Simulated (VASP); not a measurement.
# Li in VASP: notebook, part 2 of 2

VASP 6.6.1. The steps go on from the part before.

## Step 3: Single point, PBE (strained)

Input file INCAR:

```
SYSTEM = Li
ALGO = Normal ; EDIFF = 1E-6
ENCUT = 520 ; GGA = PE
ISIF = 2 ; ISMEAR = 0
LASPH = .TRUE. ; LCHARG = .FALSE.
LREAL = .FALSE. ; LWAVE = .FALSE.
NBANDS = 14 ; NELM = 80
PREC = Accurate ; SIGMA = 0.1
```

Input file KPOINTS:

```
k-points
0
G
  15 15 4
  0 0 0
```

Input file POSCAR:

```
Li
1.0
    3.0348408341      0.0000000000      0.0000000000
   -1.5174204170      2.6282492588      0.0000000000
    0.0000000000      0.0000000000     11.1371987915
Li
4
Direct
    0.0000000000      0.0000000000      0.0000000000
    0.3333333300      0.6666666700      0.2500000000
    0.0000000000      0.0000000000      0.5000000000
    0.6666666700      0.3333333300      0.7500000000
```

Potentials or basis: VASP PAW PBE potentials, release 64 (Li_sv).

Run with:

```bash
$ cat potpaw_PBE.64/Li_sv/POTCAR > POTCAR
$ mpirun -np 1 vasp_std > vasp.out
```

OUTCAR:

```text
SYSTEM = Li
   EDIFF = 1E-6
   ENCUT = 520
   GGA = PE
   ISIF = 2
   ISMEAR = 0
   LASPH = .TRUE.
   LREAL = .FALSE.
   NELM = 80
   PREC = Accurate

 ion  position               nearest neighbor table
   1  0.000  0.000  0.000-
   2  0.333  0.667  0.250-
   3  0.000  0.000  0.500-
   4  0.667  0.333  0.750-

  LATTYP: Found a hexagonal cell.
 ALAT       =     3.0348408341
 C/A-ratio  =     3.6697801962

  Lattice vectors:

 A1 = (   3.0348408341,   0.0000000000,   0.0000000000)
 A2 = (  -1.5174204170,   2.6282492588,   0.0000000000)
 A3 = (   0.0000000000,   0.0000000000,  11.1371987915)

Analysis of symmetry for initial positions (statically):
=====================================================================
 Subroutine PRICEL returns:
 Original cell was already a primitive cell.

 Routine SETGRP: Setting up the symmetry group for a
 hexagonal supercell.

 Subroutine GETGRP returns: Found 24 space group operations
 (whereof 12 operations were pure point group operations)
 out of a pool of 24 trial point group operations.

[... 185 lines left out ...]
      8      -0.1136      2.00000
      9       2.1450      0.00000
     10       6.2519      0.00000
     11       6.2523      0.00000
     12      11.7944      0.00000
     13      13.4054      0.00000
     14      13.4054      0.00000
[... 377 lines left out ...]
      1     -46.3194      2.00000
      2     -46.3187      2.00000
      3     -46.3186      2.00000
      4     -46.3180      2.00000
      5       1.1964      0.00000
      6       1.6156      0.00000
      7       1.8046      0.00000
      8       2.2324      0.00000
      9       3.7538      0.00000
     10       3.7946      0.00000
     11       4.9498      0.00000
     12       5.3599      0.00000
     13       5.6030      0.00000
     14       6.1641      0.00000

 [... further k-points ...]

------------------------ aborting loop because EDIFF is reached ----------------------------------------

  FORCE on cell =-STRESS in cart. coord.  units (eV):
  Direction    XX          YY          ZZ          XY          YZ          ZX
  --------------------------------------------------------------------------------------
  -------------------------------------------------------------------------------------
  Total       -0.0858230     -0.0858230     -1.7256173     -0.0000000      0.0000000      0.0000000
  in kB       -1.5478750     -1.5478750    -31.1226550     -0.0000000      0.0000000      0.0000000
  external PRESSURE =     -11.4061350 kB  Pullay stress =       0.0000000 kB

 VOLUME and BASIS-vectors are now :
 -----------------------------------------------------------------------------
  energy-cutoff  :      520.00
  volume of cell :       88.83
      direct lattice vectors                 reciprocal lattice vectors
     3.034840834  0.000000000  0.000000000     0.329506572  0.190240708  0.000000000
    -1.517420417  2.628249259  0.000000000     0.000000000  0.380481416  0.000000000
     0.000000000  0.000000000 11.137198791     0.000000000  0.000000000  0.089789185

 POSITION                                       TOTAL-FORCE (eV/Angst)
 -----------------------------------------------------------------------------------
      0.00000      0.00000      0.00000        -0.000000      0.000000      0.000000
     -0.00000      1.75217      2.78430         0.000000      0.000000     -0.000000
      0.00000      0.00000      5.56860        -0.000000      0.000000      0.000000
      1.51742      0.87608      8.35290        -0.000000      0.000000      0.000000
 -----------------------------------------------------------------------------------
    total drift:                                0.000000      0.000000      0.000000

  FREE ENERGIE OF THE ION-ELECTRON SYSTEM (eV)
  ---------------------------------------------------
  free  energy   TOTEN  =        -7.5461413856 eV

  energy  without entropy=       -7.5377808172  energy(sigma->0) =       -7.54196110
```

OSZICAR:

```text
N       E                     dE             d eps       ncg     rms          rms(c)
DAV:   1     0.420512208365E+02    0.42051E+02   -0.48671E+03  2268   0.798E+02
DAV:   2     0.352365322782E+01   -0.38528E+02   -0.37150E+02  2690   0.188E+02
DAV:   3    -0.726830369516E+01   -0.10792E+02   -0.10649E+02  4422   0.462E+01
DAV:   4    -0.753924558418E+01   -0.27094E+00   -0.27077E+00  2998   0.135E+01
DAV:   5    -0.755378274445E+01   -0.14537E-01   -0.14536E-01  3716   0.213E+00    0.556E-01
DAV:   6    -0.754887776669E+01    0.49050E-02   -0.27134E-03  3814   0.369E-01    0.324E-01
DAV:   7    -0.754614135700E+01    0.27364E-02   -0.40073E-03  4464   0.293E-01    0.596E-02
DAV:   8    -0.754627370197E+01   -0.13234E-03   -0.24302E-04  3310   0.134E-01    0.812E-02
DAV:   9    -0.754615643595E+01    0.11727E-03   -0.62798E-05  3898   0.685E-02    0.383E-03
DAV:  10    -0.754614538771E+01    0.11048E-04   -0.87338E-06  3364   0.201E-02    0.752E-04
DAV:  11    -0.754614238407E+01    0.30036E-05   -0.25965E-07  2170   0.442E-03    0.206E-04
DAV:  12    -0.754614138562E+01    0.99845E-06   -0.11376E-07  1752   0.283E-03
   1 F= -.75461414E+01 E0= -.75419611E+01  d E =-.836057E-02
```

Wall time 1.9 min (1 thread of Intel Xeon 8259CL, shared host); peak memory 0.23 GiB.

Results:

| Property | Result |
| --- | --- |
| Free energy | -7.5461 eV |
| Band gap on the k mesh | zero (bands 6 and 7 overlap by 4.37 eV) |

Levels at points of the mesh, in eV from the Fermi level:
```
           k point  band 2  band 3  band 4  band 5  band 6  band 7  band 8  band 9  band 10  band 11
(0.00, 0.00, 0.00)  -46.75  -46.75  -46.75   -3.48   -2.56   -2.56   -0.53    1.72     5.83     5.83
(0.00, 0.00, 0.50)  -46.76  -46.75  -46.75   -3.25   -3.25   -1.46   -1.46    3.17     3.17     8.98
```

Caveat: the cell differs from its parent crystal (strained); the cutoff is under 1.25 times the usual one of these potentials, so pressure, stress and relaxed cells hold a basis-set (Pulay) error.

## Step 4: Single point, PBE (one atom moved)

Input file INCAR:

```
SYSTEM = Li
ALGO = Normal ; EDIFF = 1E-6
ENCUT = 520 ; GGA = PE
ISIF = 2 ; ISMEAR = 0
LASPH = .True. ; LCHARG = .True.
LELF = .True. ; LREAL = .False.
LVHAR = .True. ; LWAVE = .False.
NBANDS = 14 ; NELM = 100
PREC = Accurate ; SIGMA = 0.1
```

Input file KPOINTS:

```
k-points
0
Gamma
  15 15 4
  0 0 0
```

Input file POSCAR:

```
Li
1.0
    3.0343856762      0.0000000000      0.0000000000
   -1.5171928381      2.6278550805      0.0000000000
    0.0000000000      0.0000000000     10.2162076700
Li
4
Direct
    0.0000000000      0.0000000000      0.0000000000
    0.3333333300      0.6666666700      0.2500000000
    0.0000000000      0.0000000000      0.5000000000
    0.6666666700      0.3333333300      0.7544047656
```

Potentials or basis: VASP PAW PBE potentials, release 64 (Li_sv).

Run with:

```bash
$ cat potpaw_PBE.64/Li_sv/POTCAR > POTCAR
$ mpirun -np 1 vasp_std > vasp.out
```

OUTCAR:

```text
SYSTEM = Li
   EDIFF = 1E-6
   ENCUT = 520
   GGA = PE
   ISIF = 2
   ISMEAR = 0
   LASPH = .True.
   LREAL = .False.
   NELM = 100
   PREC = Accurate

 ion  position               nearest neighbor table
   1  0.000  0.000  0.000-
   2  0.333  0.667  0.250-
   3  0.000  0.000  0.500-
   4  0.667  0.333  0.754-

  LATTYP: Found a hexagonal cell.
 ALAT       =     3.0343856762
 C/A-ratio  =     3.3668125150

  Lattice vectors:

 A1 = (   3.0343856762,   0.0000000000,   0.0000000000)
 A2 = (  -1.5171928381,   2.6278550805,   0.0000000000)
 A3 = (   0.0000000000,   0.0000000000,  10.2162076700)

Analysis of symmetry for initial positions (statically):
=====================================================================
 Subroutine PRICEL returns:
 Original cell was already a primitive cell.

 Routine SETGRP: Setting up the symmetry group for a
 hexagonal supercell.

 Subroutine GETGRP returns: Found  6 space group operations
 (whereof  6 operations were pure point group operations)
 out of a pool of 24 trial point group operations.

[... 183 lines left out ...]
      8       0.4394      1.99416
      9       3.2807      0.00000
     10       8.0358      0.00000
     11       8.1624      0.00000
     12      13.4464      0.00000
     13      13.4464      0.00000
     14      13.9968      0.00000
[... 377 lines left out ...]
      1     -45.9248      2.00000
      2     -45.9047      2.00000
      3     -45.9043      2.00000
      4     -45.8852      2.00000
      5       1.2418      0.00000
      6       1.7157      0.00000
      7       1.9689      0.00000
      8       2.4107      0.00000
      9       3.9775      0.00000
     10       4.0734      0.00000
     11       5.1929      0.00000
     12       5.9447      0.00000
     13       6.1270      0.00000
     14       6.7782      0.00000

 [... further k-points ...]

------------------------ aborting loop because EDIFF is reached ----------------------------------------

  FORCE on cell =-STRESS in cart. coord.  units (eV):
  Direction    XX          YY          ZZ          XY          YZ          ZX
  --------------------------------------------------------------------------------------
  -------------------------------------------------------------------------------------
  Total        0.0259122      0.0259122     -0.3020973      0.0000000      0.0000000      0.0000000
  in kB        0.5096283      0.5096283     -5.9414930      0.0000000      0.0000000      0.0000000
  external PRESSURE =      -1.6407455 kB  Pullay stress =       0.0000000 kB

 VOLUME and BASIS-vectors are now :
 -----------------------------------------------------------------------------
  energy-cutoff  :      520.00
  volume of cell :       81.46
      direct lattice vectors                 reciprocal lattice vectors
     3.034385676  0.000000000  0.000000000     0.329555998  0.190269244  0.000000000
    -1.517192838  2.627855080  0.000000000     0.000000000  0.380538488  0.000000000
     0.000000000  0.000000000 10.216207670     0.000000000  0.000000000  0.097883680

 POSITION                                       TOTAL-FORCE (eV/Angst)
 -----------------------------------------------------------------------------------
      0.00000      0.00000      0.00000         0.000000     -0.000000      0.027919
     -0.00000      1.75190      2.55405         0.000000     -0.000000      0.002763
      0.00000      0.00000      5.10810         0.000000      0.000000      0.025149
      1.51719      0.87595      7.70716        -0.000000      0.000000     -0.055831
 -----------------------------------------------------------------------------------
    total drift:                               -0.000000      0.000000      0.000658

  FREE ENERGIE OF THE ION-ELECTRON SYSTEM (eV)
  ---------------------------------------------------
  free  energy   TOTEN  =        -7.6231069595 eV

  energy  without entropy=       -7.6119308942  energy(sigma->0) =       -7.61751893
```

Run time: 1.7 min. Hardware: 1 thread of Intel Xeon 8259CL, shared host; peak memory 0.23 GiB.

What came out:

* Free energy: -7.6231 eV
* Largest force: 0.056 eV/Å
* Band gap on the k mesh: zero (bands 6 and 7 overlap by 4.14 eV)

Forces on the atoms (eV/Å):
```
Li   0.000  0.000  0.028
Li   0.000  0.000  0.003
Li   0.000  0.000  0.025
Li   0.000  0.000 -0.056
```

Levels at points of the mesh, in eV from the Fermi level:
```tsv
k point	band 3	band 4	band 5	band 6	band 7	band 8	band 9	band 10
(0.00, 0.00, 0.00)	-46.55	-46.53	-3.58	-2.52	-2.50	-0.19	2.65	7.40
(0.00, 0.00, 0.50)	-46.55	-46.53	-3.32	-3.30	-1.24	-1.24	4.28	4.37
```

Caveat: the cell differs from its parent crystal (one atom moved); the cutoff is under 1.25 times the usual one of these potentials, so pressure, stress and relaxed cells hold a basis-set (Pulay) error.

## Step 5: The runs side by side

| cell | gap on the mesh (eV) |
| --- | --- |
| a = 2.861, b = 2.861, c = 10.244 Å, angles 90.0, 90.0, 120.0°, 4 atoms, strained | none |
| a = 3.035, b = 3.035, c = 11.137 Å, angles 90.0, 90.0, 120.0°, 4 atoms, strained | none |
| a = 3.034, b = 3.034, c = 10.216 Å, angles 90.0, 90.0, 120.0°, 4 atoms, one atom moved | none |

Alike in all rows: task single point; level PBE; potentials or basis VASP PAW PBE potentials, release 64 (Li_sv); no spin polarisation; k mesh 15 × 15 × 4; cutoff (eV) 520; smearing gaussian 0.1 eV.

Caveats: the cutoff is under 1.25 times the usual one of these potentials, so pressure, stress and relaxed cells hold a basis-set (Pulay) error.

Total energies depend on the potentials used, so only differences within one code and one set of settings carry meaning.
